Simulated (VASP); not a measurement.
The system is TePb.

```
Pb Te
1.0
     0.00000    3.64149    3.64149
     3.64149    0.00000    3.64149
     3.64149    3.64149    0.00000
Pb Te
1 1
Direct
  0.00000 0.00000 0.00000
  0.25000 0.25000 0.25000
```

Base run:

| Quantity | Value |
| --- | --- |
| Program | VASP 6.6.1 |
| Functional | PBEsol |
| Potentials or basis | VASP PAW PBE potentials, release 64 (Pb_d, Te) |
| Cutoff | 520 eV |
| k mesh | 4 × 4 × 4 |
| Occupations | gaussian, width 0.01 eV |
| Spin | no spin polarisation |

Its results: band gap on the k mesh 0.52 eV (least direct gap 1.14 eV); pressure -0.9 GPa.

The run is repeated on the same cell with these changes: functional from PBEsol to HSE06. What comes out?

Band gap on the k mesh 0.96 eV (least direct gap 1.62 eV); pressure -0.1 GPa.

Caveats: the PAW data sets were made with another functional, which shifts forces and pressure a little; spin-orbit coupling is left out, which moves the levels of the heavy elements.

A k mesh can miss the band edges.
